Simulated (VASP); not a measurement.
# TaN (Fm-3m) in VASP: a series of runs

The runs below take TaN through single point, with PBE.

Everything below comes from runs of VASP 6.6.1. Logs are shortened: lines on timing, memory, paths and dates and some standing lists are left out, and cuts for length are marked.

## Step 1: The cell of the first run

The structure is cubic, space group Fm-3m (No. 225). The conventional cell has a = 4.417 Å, b = 4.417 Å, c = 4.417 Å, α = 90.00°, β = 90.00°, γ = 90.00°. Ta (site symmetry m-3m) has 6 N at 2.21 Å within 2.9 Å. Within 2.9 Å of N (site symmetry m-3m) lie 6 Ta at 2.21 Å.

## Step 2: Single point, PBE

Input file INCAR:

```
SYSTEM = TaN
PREC = Accurate
ENCUT = 520
EDIFF = 1E-7
ISMEAR = 0
SIGMA = 0.15
LREAL = .FALSE.
LASPH = .TRUE.
NELM = 60
ALGO = Normal
ISIF = 2
LWAVE = .FALSE.
LCHARG = .FALSE.
GGA = PE
NBANDS = 15
```

Input file KPOINTS:

```
Automatic mesh
0
G
  24 24 24
  0 0 0
```

Input file POSCAR:

```
TaN
1.0
    0.0000000000      2.2086347780      2.2086347780
    2.2086347780      0.0000000000      2.2086347780
    2.2086347780      2.2086347780      0.0000000000
Ta N
1 1
Direct
    0.5000000000      0.5000000000      0.5000000000
    0.0000000000      0.0000000000      0.0000000000
```

Potentials or basis: VASP PAW PBE potentials, release 64 (Ta_pv, N).

The run is started by

```bash
cat potpaw_PBE.64/Ta_pv/POTCAR potpaw_PBE.64/N/POTCAR > POTCAR
mpirun -np 1 vasp_std > vasp.out
```

OUTCAR:

```text
SYSTEM = TaN
   PREC = Accurate
   ENCUT = 520
   EDIFF = 1E-7
   ISMEAR = 0
   LREAL = .FALSE.
   LASPH = .TRUE.
   NELM = 60
   ISIF = 2
   GGA = PE

 ion  position               nearest neighbor table
   1  0.500  0.500  0.500-   2 2.21   2 2.21   2 2.21   2 2.21   2 2.21   2 2.21
   2  0.000  0.000  0.000-   1 2.21   1 2.21   1 2.21   1 2.21   1 2.21   1 2.21

  LATTYP: Found a face centered cubic cell.
 ALAT       =     4.4172695560

  Lattice vectors:

 A1 = (   0.0000000000,   2.2086347780,   2.2086347780)
 A2 = (   2.2086347780,   0.0000000000,   2.2086347780)
 A3 = (   2.2086347780,   2.2086347780,   0.0000000000)

Analysis of symmetry for initial positions (statically):
=====================================================================
 Subroutine PRICEL returns:
 Original cell was already a primitive cell.

 Routine SETGRP: Setting up the symmetry group for a
 face centered cubic supercell.

 Subroutine GETGRP returns: Found 48 space group operations
 (whereof 48 operations were pure point group operations)
 out of a pool of 48 trial point group operations.

The static configuration has the point symmetry O_h .

Analysis of symmetry for dynamics (positions and initial velocities):
=====================================================================
 Subroutine PRICEL returns:
 Original cell was already a primitive cell.

 Routine SETGRP: Setting up the symmetry group for a
 face centered cubic supercell.

 Subroutine GETGRP returns: Found 48 space group operations
 (whereof 48 operations were pure point group operations)
 out of a pool of 48 trial point group operations.

The dynamic configuration has the point symmetry O_h .

 Subroutine INISYM returns: Found 48 space group operations
 (whereof 48 operations are pure point group operations),
 and found     1 'primitive' translations

----------------------------------------------------------------------------------------

                                     Primitive cell

  volume of cell :      21.5477

  direct lattice vectors                    reciprocal lattice vectors
     0.000000000  2.208634778  2.208634778    -0.226384192  0.226384192  0.226384192
     2.208634778  0.000000000  2.208634778     0.226384192 -0.226384192  0.226384192
     2.208634778  2.208634778  0.000000000     0.226384192  0.226384192 -0.226384192

  length of vectors
     3.123481257  3.123481257  3.123481257     0.392108923  0.392108923  0.392108923

  position of ions in fractional coordinates (direct lattice)
     0.500000000  0.500000000  0.500000000
     0.000000000  0.000000000  0.000000000

  ion indices of the primitive-cell ions
   primitive index   ion index
                 1           1
                 2           2

----------------------------------------------------------------------------------------

 KPOINTS: Automatic mesh

Automatic generation of k-mesh.
 Grid dimensions read from file:
 generate k-points for:   24   24   24

 Generating k-lattice:

  Cartesian coordinates                     Fractional coordinates (reciprocal lattice)
    -0.009432675  0.009432675  0.009432675     0.041666667  0.000000000  0.000000000
     0.009432675 -0.009432675  0.009432675     0.000000000  0.041666667  0.000000000
     0.009432675  0.009432675 -0.009432675     0.000000000  0.000000000  0.041666667

  Length of vectors
     0.016337872  0.016337872  0.016337872

  Shift w.r.t. Gamma in fractional coordinates (k-lattice)
     0.000000000  0.000000000  0.000000000

 Subroutine IBZKPT returns following result:
 ===========================================

 Found    413 irreducible k-points:

 Following reciprocal coordinates:
            Coordinates               Weight
  0.000000  0.000000  0.000000      1.000000
  0.041667  0.000000  0.000000      8.000000
  0.083333  0.000000  0.000000      8.000000
  0.125000  0.000000  0.000000      8.000000
  0.166667  0.000000  0.000000      8.000000
  0.208333  0.000000  0.000000      8.000000
[... 16 lines left out ...]
  0.416667  0.041667  0.000000     24.000000
  0.458333  0.041667  0.000000     24.000000
 [... further k-points ...]
   k-points           NKPTS =    413   k-points in BZ     NKDIM =    413   number of bands    NBANDS=     15
   number of dos      NEDOS =    301   number of ions     NIONS =      2
   total plane-waves  NPLWV =  13824
   dimension x,y,z NGX =    24 NGY =   24 NGZ =   24
   dimension x,y,z NGXF=    48 NGYF=   48 NGZF=   48
   ions per type =               1   1
   NGX,Y,Z   is equivalent  to a cutoff of  12.77, 12.77, 12.77 a.u.
   NGXF,Y,Z  is equivalent  to a cutoff of  25.55, 25.55, 25.55 a.u.
 SYSTEM =  TaN
   PREC   = accura    normal or accurate (medium, high low for compatibility)
   ISTART =      0    job   : 0-new  1-cont  2-samecut
   ICHARG =      2    charge: 1-file 2-atom 10-const
   ISPIN  =      1    spin polarized calculation?
   LNONCOLLINEAR =      F non collinear calculations
   LSORBIT =      F    spin-orbit coupling
   LASPH  =      T    aspherical Exc in radial PAW
   ENCUT  =  520.0 eV  38.22 Ry    6.18 a.u.   5.81  5.81  5.81*2*pi/ulx,y,z
   NELM   =     60;   NELMIN=  2; NELMDL= -5     # of ELM steps
   EDIFF  = 0.1E-06   stopping-criterion for ELM
   LREAL  =      F    real-space projection
   EDIFFG = 0.1E-05   stopping-criterion for IOM
   NSW    =      0    number of steps for IOM
   IBRION =     -1    ionic relax: 0-MD 1-quasi-New 2-CG
   NFREE  =      0    steps in history (QN), initial steepest desc. (CG)
   ISIF   =      2    stress and relaxation
   ISYM   =      2    0-nonsym 1-usesym 2-fastsym
   POTIM  = 0.5000    time-step for ionic-motion
   TEBEG  =    0.0;   TEEND  =   0.0 temperature during run
   PSTRESS=    0.0 pullay stress
   NELECT =      16.0000    total number of electrons
   NUPDOWN=      -1.0000    fix difference up-down
   EMIN   =  10.00;   EMAX   =-10.00  energy-range for DOS
   EFERMI =   0.00;   METHOD = LEGACY
   ISMEAR =     0;   SIGMA  =   0.15  broadening in eV -4-tet -1-fermi 0-gaus
   EFERMI_NEDOS =   21; number of points for ismear=-14 and -15
   IALGO  =     38    algorithm
   IMIX   =      4    mixing-type and parameters
     AMIX     =   0.40;   BMIX     =  1.00
     AMIX_MAG =   1.60;   BMIX_MAG =  1.00
  volume/ion in A,a.u.               =      10.77        72.71
  Fermi-wavevector in a.u.,A,eV,Ry     =   1.482453  2.801430 29.901072  2.197667
  Thomas-Fermi vector in A             =   2.596237
   LORBIT       =      0    0 simple, 1 ext, 2 COOP (PROOUT), +10 PAW based schemes
   GGA     = PE    functional components
   LHFCALC =     F    Hartree Fock is set to
   AEXX    =    0.0000 exact exchange contribution
   IVDW    =     0    specifies the selected vdW correction
   LEPSILON=     F    determine dielectric tensor
   LRPA    =     F    only Hartree local field effects (RPA)
 non-spin polarized calculation
 Gauss-broadening in eV      SIGMA  =   0.15
  energy-cutoff  :      520.00
  volume of cell :       21.55
 maximum number of plane-waves:       604
   NGX = 11   NGY = 11   NGZ = 11

 number of electron      16.0000003 magnetization

 Free energy of the ion-electron system (eV)
  ---------------------------------------------------
  ext. energy  EPLUGINS =         0.00000000
  ---------------------------------------------------
  free energy    TOTEN  =       -21.83150346 eV

  energy without entropy =      -21.82107264  energy(sigma->0) =      -21.82628805

 E-fermi :   9.3962     XC(G=0): -13.3642

 val. band max:        9.3937780232   @ k =  -0.1250   0.1250   0.0417
 cond. band min:       9.3966328277   @ k =   0.2083   0.1250   0.0000
 fundamental gap:      0.0028548044
 Fermi energy:         9.3961571249

 k-point     1 :       0.0000    0.0000    0.0000
  band No.  band energies     occupation
      1     -26.4079      2.00000
      2     -26.4079      2.00000
      3     -26.4079      2.00000
      4      -9.3569      2.00000
      5       5.6086      2.00000
      6       5.6086      2.00000
      7       5.6086      2.00000
      8       7.3264      2.00000
      9       7.3264      2.00000
     10       7.3264      2.00000
     11       9.4569      0.56702
     12       9.4569      0.56701
     13      10.8018      0.00000
     14      18.7961      0.00000
     15      21.7280      0.00000

 k-point     2 :       0.0417    0.0000    0.0000
  band No.  band energies     occupation
      1     -26.4229      2.00000
      2     -26.4093      2.00000
      3     -26.4093      2.00000
      4      -9.3156      2.00000
      5       5.3633      2.00000
      6       5.4496      2.00000
      7       5.4496      2.00000
      8       7.3999      2.00000
      9       7.3999      2.00000
     10       7.4405      2.00000
     11       9.6340      0.02492
     12       9.6340      0.02492
     13      10.9360      0.00000
     14      18.9262      0.00000
     15      21.7279      0.00000

 k-point     3 :       0.0833    0.0000    0.0000
  band No.  band energies     occupation
      1     -26.4663      2.00000
      2     -26.4133      2.00000
      3     -26.4133      2.00000
      4      -9.1937      2.00000
      5       4.7879      2.00000
      6       5.0630      2.00000
      7       5.0630      2.00000
      8       7.5836      2.00000
      9       7.5836      2.00000
     10       7.6573      2.00000
     11      10.1094      0.00000
     12      10.1094      0.00000
     13      11.3078      0.00000
     14      19.3032      0.00000
     15      21.7276      0.00000

 k-point     4 :       0.1250    0.0000    0.0000
  band No.  band energies     occupation
      1     -26.5346      2.00000
      2     -26.4197      2.00000
      3     -26.4197      2.00000
      4      -8.9970      2.00000
      5       4.0728      2.00000
      6       4.5826      2.00000
      7       4.5826      2.00000
      8       7.8426      2.00000
      9       7.8426      2.00000
     10       7.8719      2.00000
     11      10.7772      0.00000
     12      10.7772      0.00000
     13      11.8435      0.00000
     14      19.8859      0.00000
     15      21.7274      0.00000
[... 307 lines left out ...]
 k-point    22 :       0.3750    0.0417    0.0000
  band No.  band energies     occupation
      1     -27.0782      2.00000
      2     -26.4839      2.00000
      3     -26.4740      2.00000
      4      -7.0906      2.00000
      5       0.1147      2.00000
      6       2.2559      2.00000
      7       2.4212      2.00000
      8       9.4566      0.56886
      9      10.4292      0.00000
     10      10.5861      0.00000
     11      14.2214      0.00000
     12      14.9774      0.00000
     13      15.8059      0.00000
     14      20.9884      0.00000
     15      21.7518      0.00000

 k-point    23 :       0.4167    0.0417    0.0000
  band No.  band energies     occupation
      1     -27.1447      2.00000
      2     -26.4888      2.00000
      3     -26.4832      2.00000
      4      -6.7863      2.00000
      5      -0.3362      2.00000
      6       2.0755      2.00000
      7       2.1952      2.00000
      8       9.9958      0.00000
      9      10.8872      0.00000
     10      10.9667      0.00000
     11      14.0358      0.00000
     12      15.6892      0.00000
     13      16.3239      0.00000
     14      20.7683      0.00000
     15      21.7501      0.00000

 k-point    24 :       0.4583    0.0417    0.0000
  band No.  band energies     occupation
      1     -27.1896      2.00000
      2     -26.4911      2.00000
      3     -26.4906      2.00000
      4      -6.5617      2.00000
      5      -0.6543      2.00000
      6       1.9679      2.00000
      7       2.0379      2.00000
      8      10.5372      0.00000
      9      11.2127      0.00000
     10      11.2318      0.00000
     11      13.6786      0.00000
     12      16.2811      0.00000
     13      16.6832      0.00000
     14      20.6783      0.00000
     15      21.7484      0.00000

 [... further k-points ...]

------------------------ aborting loop because EDIFF is reached ----------------------------------------

  FORCE on cell =-STRESS in cart. coord.  units (eV):
  Direction    XX          YY          ZZ          XY          YZ          ZX
  --------------------------------------------------------------------------------------
  -------------------------------------------------------------------------------------
  Total        0.1022118      0.1022118      0.1022118      0.0000000     -0.0000000     -0.0000000
  in kB        7.5999376      7.5999376      7.5999376      0.0000000     -0.0000000     -0.0000000
  external PRESSURE =       7.5999376 kB  Pullay stress =       0.0000000 kB

 VOLUME and BASIS-vectors are now :
 -----------------------------------------------------------------------------
  energy-cutoff  :      520.00
  volume of cell :       21.55
      direct lattice vectors                 reciprocal lattice vectors
     0.000000000  2.208634778  2.208634778    -0.226384192  0.226384192  0.226384192
     2.208634778  0.000000000  2.208634778     0.226384192 -0.226384192  0.226384192
     2.208634778  2.208634778  0.000000000     0.226384192  0.226384192 -0.226384192

 POSITION                                       TOTAL-FORCE (eV/Angst)
 -----------------------------------------------------------------------------------
      2.20863      2.20863      2.20863         0.000000      0.000000      0.000000
      0.00000      0.00000      0.00000        -0.000000     -0.000000      0.000000
 -----------------------------------------------------------------------------------
    total drift:                                0.000000     -0.000000     -0.000000

  FREE ENERGIE OF THE ION-ELECTRON SYSTEM (eV)
  ---------------------------------------------------
  free  energy   TOTEN  =       -21.8315034630 eV

  energy  without entropy=      -21.8210726359  energy(sigma->0) =      -21.82628805
```

Wall time 38 s (1 thread of Intel Xeon 6975P-C (Granite Rapids), shared host); peak memory 0.25 GiB.

Results:

- Free energy: -21.8315 eV
- Pressure: 0.8 GPa
- Band gap on the k mesh: zero (bands 8 and 9 overlap by 3.93 eV)

Levels at points of the mesh, in eV from the Fermi level:
| k point | band 4 | band 5 | band 6 | band 7 | band 8 | band 9 | band 10 | band 11 | band 12 | band 13 |
| --- | --- | --- | --- | --- | --- | --- | --- | --- | --- | --- |
| (0.00, 0.00, 0.00) | -18.75 | -3.79 | -3.79 | -3.79 | -2.07 | -2.07 | -2.07 | 0.06 | 0.06 | 1.41 |
| (0.50, 0.00, 0.00) | -15.81 | -10.27 | -7.48 | -7.48 | 1.86 | 1.86 | 1.95 | 3.78 | 7.39 | 7.39 |
| (0.50, 0.50, 0.00) | -17.50 | -6.62 | -5.38 | -4.61 | -4.61 | 2.07 | 3.47 | 3.47 | 4.39 | 6.66 |

Caveat: spin-orbit coupling is left out, which moves the levels of the heavy elements.

## Step 3: Single point, PBE

This run uses another cell than the first one: it holds 8 atoms, not 2.

Input file INCAR:

```
SYSTEM = TaN
  PREC = Accurate
  ENCUT = 520
  EDIFF = 1E-6
  ISMEAR = 0
  SIGMA = 0.15
  LREAL = .FALSE.
  LASPH = .TRUE.
  NELM = 100
  ALGO = Normal
  ISIF = 2
  LWAVE = .FALSE.
  LCHARG = .FALSE.
  GGA = PE
  NBANDS = 42
```

Input file KPOINTS:

```
regular mesh
0
G
  14 14 14
  0 0 0
```

Input file POSCAR:

```
TaN
1.0
    4.4172695561      0.0000000000      0.0000000000
    0.0000000000     -4.4172695561      0.0000000000
    0.0000000000      0.0000000000     -4.4172695561
Ta N
4 4
Direct
    0.5000000000      0.0000000000      0.0000000000
    0.0000000000      0.5000000000      0.0000000000
    0.0000000000      0.0000000000      0.5000000000
    0.5000000000      0.5000000000      0.5000000000
    0.0000000000      0.0000000000      0.0000000000
    0.5000000000      0.5000000000      0.0000000000
    0.5000000000      0.0000000000      0.5000000000
    0.0000000000      0.5000000000      0.5000000000
```

Potentials or basis: VASP PAW PBE potentials, release 64 (Ta_pv, N).

The run is started by

```bash
cat potpaw_PBE.64/Ta_pv/POTCAR potpaw_PBE.64/N/POTCAR > POTCAR
mpirun -np 1 vasp_std > vasp.out
```

OUTCAR:

```text
SYSTEM = TaN
   PREC = Accurate
   ENCUT = 520
   EDIFF = 1E-6
   ISMEAR = 0
   LREAL = .FALSE.
   LASPH = .TRUE.
   NELM = 100
   ISIF = 2
   GGA = PE

 ion  position               nearest neighbor table
   1  0.500  0.000  0.000-   5 2.21   6 2.21   7 2.21   7 2.21   6 2.21   5 2.21   3 3.12   4 3.12
                             2 3.12   2 3.12   4 3.12   3 3.12   4 3.12   2 3.12   3 3.12   4 3.12
   2  0.000  0.500  0.000-   5 2.21   6 2.21   8 2.21   8 2.21   5 2.21   6 2.21   3 3.12   4 3.12
                             1 3.12   1 3.12   3 3.12   3 3.12   3 3.12   1 3.12   4 3.12   4 3.12
   3  0.000  0.000  0.500-   5 2.21   7 2.21   8 2.21   5 2.21   8 2.21   7 2.21   1 3.12   2 3.12
                             1 3.12   2 3.12   4 3.12   2 3.12   2 3.12   1 3.12   4 3.12   4 3.12
[... 1308 lines left out ...]
  external PRESSURE =       7.3722535 kB  Pullay stress =       0.0000000 kB

 VOLUME and BASIS-vectors are now :
 -----------------------------------------------------------------------------
  energy-cutoff  :      520.00
  volume of cell :       86.19
      direct lattice vectors                 reciprocal lattice vectors
     4.417269556  0.000000000  0.000000000     0.226384192  0.000000000  0.000000000
     0.000000000 -4.417269556  0.000000000     0.000000000 -0.226384192  0.000000000
     0.000000000  0.000000000 -4.417269556     0.000000000  0.000000000 -0.226384192

 POSITION                                       TOTAL-FORCE (eV/Angst)
 -----------------------------------------------------------------------------------
      2.20863      0.00000      0.00000        -0.000000     -0.000000      0.000000
      0.00000     -2.20863      0.00000        -0.000000      0.000000     -0.000000
      0.00000      0.00000     -2.20863         0.000000      0.000000      0.000000
      2.20863     -2.20863     -2.20863        -0.000000      0.000000     -0.000000
      0.00000      0.00000      0.00000         0.000000     -0.000000      0.000000
      2.20863     -2.20863      0.00000        -0.000000      0.000000      0.000000
      2.20863      0.00000     -2.20863         0.000000     -0.000000      0.000000
      0.00000     -2.20863     -2.20863         0.000000     -0.000000      0.000000
 -----------------------------------------------------------------------------------
    total drift:                                0.000000     -0.000000      0.000000

  FREE ENERGIE OF THE ION-ELECTRON SYSTEM (eV)
  ---------------------------------------------------
  free  energy   TOTEN  =       -87.3265678602 eV

  energy  without entropy=      -87.2883930704  energy(sigma->0) =      -87.30748047
```

stdout:

```text
POSCAR found type information on POSCAR TaN
 POSCAR found :  2 types and       8 ions
 scaLAPACK will be used
 LDA part: xc-table for (Slater+PW92), standard interpolation
 POSCAR, INCAR and KPOINTS ok, starting setup
 FFT: planning ... GRIDC
 FFT: planning ... GRID_SOFT
 FFT: planning ... GRID
 WAVECAR not read
 entering main loop
```

Wall time 3 min (1 thread of Intel Xeon 6975P-C (Granite Rapids), shared host); peak memory 0.43 GiB.

Results:

- Free energy: -87.3266 eV
- Pressure: 0.7 GPa
- Band gap on the k mesh: zero (bands 32 and 33 overlap by 3.93 eV)

Levels at points of the mesh, in eV from the Fermi level:
| k point | band 28 | band 29 | band 30 | band 31 | band 32 | band 33 | band 34 | band 35 | band 36 | band 37 |
| --- | --- | --- | --- | --- | --- | --- | --- | --- | --- | --- |
| (0.00, 0.00, 0.00) | -4.60 | -3.78 | -3.78 | -3.78 | -2.07 | -2.07 | -2.07 | 0.06 | 0.06 | 1.41 |
| (0.50, 0.00, 0.00) | -4.85 | -4.03 | -4.03 | -0.18 | -0.18 | -0.18 | -0.18 | 0.97 | 0.97 | 1.61 |
| (0.50, 0.50, 0.00) | -6.57 | 0.41 | 0.41 | 0.41 | 0.41 | 0.63 | 0.63 | 0.63 | 0.63 | 1.68 |
| (0.50, 0.50, 0.50) | -7.48 | 1.86 | 1.86 | 1.86 | 1.86 | 1.86 | 1.86 | 1.86 | 1.86 | 1.95 |

Caveat: spin-orbit coupling is left out, which moves the levels of the heavy elements.
